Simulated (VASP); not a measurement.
# Ti (P6_3/mmc) in VASP: relaxation of cell and atoms with PBE

Aim: the relaxation of cell and atoms of Ti with PBE.

All numbers are computed with VASP 6.6.1; they aren't measurements. Logs are shortened: lines on timing, memory, paths and dates and some standing lists are left out, and cuts for length are marked.

## Step 1: The cell of the first run

It takes space group P6_3/mmc (No. 194, hexagonal). Conventional cell: a = 2.066 Å, b = 2.066 Å, c = 3.956 Å, α = 90.00°, β = 90.00°, γ = 120.00°. Ti (site symmetry -6m2) has 12 Ti at 2.07 to 2.31 Å within 2.7 Å.

## Step 2: Relaxation of cell and atoms, PBE, target pressure 350 GPa, at which the enthalpy is minimised

Input file INCAR:

```
PREC = Accurate
ENCUT = 600
EDIFF = 1E-7
ISMEAR = -1
SIGMA = 0.05
LREAL = False
LASPH = True
NELM = 60
ALGO = Normal
ISIF = 3
LWAVE = False
LCHARG = False
GGA = PE
IBRION = 2
NSW = 32
EDIFFG = -0.005
PSTRESS = 3500.0
```

Input file KPOINTS:

```
Automatic mesh
0
Gamma
  20 20 11
```

Input file POSCAR:

```
Ti
1.0
    2.0661328681      0.0000000000      0.0000000000
   -1.0330664340      1.7893235514      0.0000000000
    0.0000000000      0.0000000000      3.9562909841
Ti
2
Direct
    0.3333333333      0.6666666667      0.2500000000
    0.6666666667      0.3333333333      0.7500000000
```

Potentials or basis: VASP PAW PBE potentials, release 64 (Ti_sv).

Run with:

```console
cat potpaw_PBE.64/Ti_sv/POTCAR > POTCAR
mpirun -np 1 vasp_std > vasp.out
```

OUTCAR:

```text
PREC = Accurate
   ENCUT = 600
   EDIFF = 1E-7
   ISMEAR = -1
   LREAL = False
   LASPH = True
   NELM = 60
   ISIF = 3
   GGA = PE
   IBRION = 2
   NSW = 32
   EDIFFG = -0.005
   PSTRESS = 3500.0

 ion  position               nearest neighbor table
   1  0.333  0.667  0.250-   2 2.31   2 2.31   2 2.31   2 2.31   2 2.31   2 2.31
   2  0.667  0.333  0.750-   1 2.31   1 2.31   1 2.31   1 2.31   1 2.31   1 2.31

  LATTYP: Found a hexagonal cell.
 ALAT       =     2.0661328681
 C/A-ratio  =     1.9148289276

  Lattice vectors:

 A1 = (   2.0661328681,   0.0000000000,   0.0000000000)
 A2 = (  -1.0330664340,   1.7893235514,   0.0000000000)
 A3 = (   0.0000000000,   0.0000000000,   3.9562909841)

Analysis of symmetry for initial positions (statically):
=====================================================================
 Subroutine PRICEL returns:
 Original cell was already a primitive cell.

 Routine SETGRP: Setting up the symmetry group for a
 hexagonal supercell.

 Subroutine GETGRP returns: Found 24 space group operations
 (whereof 12 operations were pure point group operations)
 out of a pool of 24 trial point group operations.

The static configuration has the point symmetry D_3d.
 The point group associated with its full space group is D_6h.

Analysis of symmetry for dynamics (positions and initial velocities):
=====================================================================
 Subroutine PRICEL returns:
 Original cell was already a primitive cell.

 Routine SETGRP: Setting up the symmetry group for a
 hexagonal supercell.

 Subroutine GETGRP returns: Found 24 space group operations
 (whereof 12 operations were pure point group operations)
 out of a pool of 24 trial point group operations.

The dynamic configuration has the point symmetry D_3d.
 The point group associated with its full space group is D_6h.

 Subroutine INISYM returns: Found 24 space group operations
 (whereof 12 operations are pure point group operations),
 and found     1 'primitive' translations

----------------------------------------------------------------------------------------

                                     Primitive cell

  volume of cell :      14.6263

  direct lattice vectors                    reciprocal lattice vectors
     2.066132868  0.000000000  0.000000000     0.483995979  0.279435209  0.000000000
    -1.033066434  1.789323551  0.000000000     0.000000000  0.558870417  0.000000000
     0.000000000  0.000000000  3.956290984     0.000000000  0.000000000  0.252761995

  length of vectors
     2.066132868  2.066132868  3.956290984     0.558870417  0.558870417  0.252761995

  position of ions in fractional coordinates (direct lattice)
     0.333333333  0.666666667  0.250000000
     0.666666667  0.333333333  0.750000000

  ion indices of the primitive-cell ions
   primitive index   ion index
                 1           1
                 2           2

----------------------------------------------------------------------------------------

 KPOINTS: Automatic mesh

Automatic generation of k-mesh.
 Grid dimensions read from file:
 generate k-points for:   20   20   11

 Generating k-lattice:

  Cartesian coordinates                     Fractional coordinates (reciprocal lattice)
     0.024199799  0.013971760  0.000000000     0.050000000  0.000000000  0.000000000
     0.000000000  0.027943521  0.000000000     0.000000000  0.050000000  0.000000000
     0.000000000  0.000000000  0.022978363     0.000000000  0.000000000  0.090909091

  Length of vectors
     0.027943521  0.027943521  0.022978363

  Shift w.r.t. Gamma in fractional coordinates (k-lattice)
     0.000000000  0.000000000  0.000000000

 Subroutine IBZKPT returns following result:
 ===========================================

 Found    264 irreducible k-points:

 Following reciprocal coordinates:
            Coordinates               Weight
  0.000000  0.000000  0.000000      1.000000
  0.050000 -0.000000  0.000000      6.000000
  0.100000 -0.000000  0.000000      6.000000
  0.150000 -0.000000  0.000000      6.000000
  0.200000 -0.000000  0.000000      6.000000
  0.250000 -0.000000  0.000000      6.000000
[... 16 lines left out ...]
  0.200000  0.100000  0.000000     12.000000
  0.250000  0.100000  0.000000     12.000000
 [... further k-points ...]
   k-points           NKPTS =    264   k-points in BZ     NKDIM =    264   number of bands    NBANDS=     16
   number of dos      NEDOS =    301   number of ions     NIONS =      2
   total plane-waves  NPLWV =  10368
   dimension x,y,z NGX =    18 NGY =   18 NGZ =   32
   dimension x,y,z NGXF=    36 NGYF=   36 NGZF=   64
   ions per type =               2
   NGX,Y,Z   is equivalent  to a cutoff of  14.48, 14.48, 13.45 a.u.
   NGXF,Y,Z  is equivalent  to a cutoff of  28.97, 28.97, 26.89 a.u.
 SYSTEM =  unknown system
   PREC   = accura    normal or accurate (medium, high low for compatibility)
   ISTART =      0    job   : 0-new  1-cont  2-samecut
   ICHARG =      2    charge: 1-file 2-atom 10-const
   ISPIN  =      1    spin polarized calculation?
   LNONCOLLINEAR =      F non collinear calculations
   LSORBIT =      F    spin-orbit coupling
   LASPH  =      T    aspherical Exc in radial PAW
   ENCUT  =  600.0 eV  44.10 Ry    6.64 a.u.   4.13  4.13  7.90*2*pi/ulx,y,z
   NELM   =     60;   NELMIN=  2; NELMDL= -5     # of ELM steps
   EDIFF  = 0.1E-06   stopping-criterion for ELM
   LREAL  =      F    real-space projection
   EDIFFG = -.5E-02   stopping-criterion for IOM
   NSW    =     32    number of steps for IOM
   IBRION =      2    ionic relax: 0-MD 1-quasi-New 2-CG
   NFREE  =      1    steps in history (QN), initial steepest desc. (CG)
   ISIF   =      3    stress and relaxation
   ISYM   =      2    0-nonsym 1-usesym 2-fastsym
   POTIM  = 0.5000    time-step for ionic-motion
   TEBEG  =    0.0;   TEEND  =   0.0 temperature during run
   PSTRESS= 3500.0 pullay stress
   NELECT =      24.0000    total number of electrons
   NUPDOWN=      -1.0000    fix difference up-down
   EMIN   =  10.00;   EMAX   =-10.00  energy-range for DOS
   EFERMI =   0.00;   METHOD = LEGACY
   ISMEAR =    -1;   SIGMA  =   0.05  broadening in eV -4-tet -1-fermi 0-gaus
   EFERMI_NEDOS =   21; number of points for ismear=-14 and -15
   IALGO  =     38    algorithm
   IMIX   =      4    mixing-type and parameters
     AMIX     =   0.40;   BMIX     =  1.00
     AMIX_MAG =   1.60;   BMIX_MAG =  1.00
  volume/ion in A,a.u.               =       7.31        49.35
  Fermi-wavevector in a.u.,A,eV,Ry     =   1.930931  3.648931 50.729257  3.728495
  Thomas-Fermi vector in A             =   2.963038
   LORBIT       =      0    0 simple, 1 ext, 2 COOP (PROOUT), +10 PAW based schemes
   GGA     = PE    functional components
   LHFCALC =     F    Hartree Fock is set to
   AEXX    =    0.0000 exact exchange contribution
   IVDW    =     0    specifies the selected vdW correction
   LEPSILON=     F    determine dielectric tensor
   LRPA    =     F    only Hartree local field effects (RPA)
 conjugate gradient relaxation of ions
 non-spin polarized calculation
  energy-cutoff  :      600.00
  volume of cell :       14.63
 maximum number of plane-waves:       502
 NGX is ok and might be reduce to    18
   NGX =  9   NGY =  9   NGZ = 15

--------------------------------------- Ionic step        1  -------------------------------------------

 number of electron      23.9999992 magnetization

 Free energy of the ion-electron system (eV)
  ---------------------------------------------------
  ext. energy  EPLUGINS =         0.00000000
  ---------------------------------------------------
  free energy    TOTEN  =        -3.43657032 eV

  energy without entropy =       -3.43111127  energy(sigma->0) =       -3.43384079

------------------------ aborting loop because EDIFF is reached ----------------------------------------

  FORCE on cell =-STRESS in cart. coord.  units (eV):
  Direction    XX          YY          ZZ          XY          YZ          ZX
  --------------------------------------------------------------------------------------
  -------------------------------------------------------------------------------------
  Total       33.4349352     33.4349352     32.2066436      0.0000000      0.0000000      0.0000000
  in kB     3662.4838377   3662.4838379   3527.9360047      0.0000001      0.0000000      0.0000000
  external PRESSURE =     117.6345601 kB  Pullay stress =    3500.0000000 kB
[... 213 lines left out ...]
  enthalpy is  TOTEN    =        28.5040585683 eV   P V=       32.2876991664

--------------------------------------- Ionic step        7  -------------------------------------------

 number of electron      23.9999990 magnetization

 Free energy of the ion-electron system (eV)
  ---------------------------------------------------
  ext. energy  EPLUGINS =         0.00000000
  ---------------------------------------------------
  free energy    TOTEN  =        -3.78200035 eV

  energy without entropy =       -3.77692214  energy(sigma->0) =       -3.77946124

 E-fermi :  20.8882     XC(G=0): -16.2239

 val. band max:       20.8843025589   @ k =   0.3000   0.2000   0.3636
 cond. band min:      20.8968815709   @ k =   0.1000   0.1000   0.4545
 fundamental gap:      0.0125790120
 Fermi energy:        20.8882049863

 k-point     1 :       0.0000    0.0000    0.0000
  band No.  band energies     occupation
      1     -37.2900      2.00000
      2     -35.8144      2.00000
      3     -15.1242      2.00000
      4      -9.5979      2.00000
      5      -8.3298      2.00000
      6      -8.3298      2.00000
[... 8 lines left out ...]
     15      22.6880      0.00000
     16      26.3331      0.00000
[... 420 lines left out ...]
  band No.  band energies     occupation
      1     -35.5525      2.00000
      2     -34.5283      2.00000
      3     -13.2252      2.00000
      4     -13.2059      2.00000
      5     -12.6971      2.00000
      6      -9.9140      2.00000
[... 8 lines left out ...]
     15      23.7710      0.00000
     16      25.3321      0.00000

 [... further k-points ...]
[... 5 lines left out ...]
  --------------------------------------------------------------------------------------
  -------------------------------------------------------------------------------------
  Total       32.2931982     32.2931982     32.2932833      0.0000000      0.0000000      0.0000000
  in kB     3500.7738877   3500.7738880   3500.7831217      0.0000002      0.0000000      0.0000000
  external PRESSURE =       0.7769658 kB  Pullay stress =    3500.0000000 kB
[... 17 lines left out ...]
  FREE ENERGIE OF THE ION-ELECTRON SYSTEM (eV)
  ---------------------------------------------------
  free  energy   TOTEN  =        -3.7820003452 eV

  energy  without entropy=       -3.7769221392  energy(sigma->0) =       -3.77946124

  enthalpy is  TOTEN    =        28.5040590108 eV   P V=       32.2860593560

 reached required accuracy - stopping structural energy minimisation
```

It took 3.4 min on 1 thread of Intel Xeon 6975P-C (Granite Rapids), shared host; peak memory 0.19 GiB.

Results:

```
Free energy                                                : -3.7820 eV
Relaxed volume                                             : 7.39 Å³/atom
Relaxed cell                                               : a = 2.083 Å, b = 2.083 Å, c = 3.935 Å, α = 90.00°, β = 90.00°, γ = 120.00°
Space group after relaxing (to 0.1 Å)                      : P6_3/mmc (No. 194)
Energy change on relaxing (the run minimises the enthalpy) : -172.7 meV/atom
Ionic steps                                                : 7
Pressure after relaxing                                    : 350.1 GPa
Band gap on the k mesh                                     : zero (bands 12 and 13 overlap by 1.81 eV)
```

The path:
```
step  energy change (eV)  largest force (eV/Å)  pressure (GPa)  volume (Å³)
   1              0.0000                0.0000          361.76        14.63
   2             -2.3420                0.0000          289.45        15.79
   3             -0.4414                0.0000          347.70        14.82
   4             -0.4264                0.0000          348.18        14.82
   5             -0.2730                0.0000          351.94        14.75
   6             -0.3471                0.0000          350.12        14.78
   7             -0.3454                0.0000          350.08        14.78
```

Final structure:
```cif
data_structure
_symmetry_space_group_name_H-M 'P 1'
_symmetry_Int_Tables_number 1
_cell_length_a 2.0825
_cell_length_b 2.0825
_cell_length_c 3.9350
_cell_angle_alpha 90.000
_cell_angle_beta 90.000
_cell_angle_gamma 120.000
_cell_volume 14.78
loop_
_atom_site_label
_atom_site_type_symbol
_atom_site_fract_x
_atom_site_fract_y
_atom_site_fract_z
_atom_site_occupancy
Ti1 Ti 0.33333 0.66667 0.25000 1
Ti2 Ti 0.66667 0.33333 0.75000 1
```

Caveat: the cell is relaxed towards a set pressure, so the run minimises the enthalpy, not the energy; atoms lie so close that the PAW spheres overlap strongly, which falsifies energies and pressures.
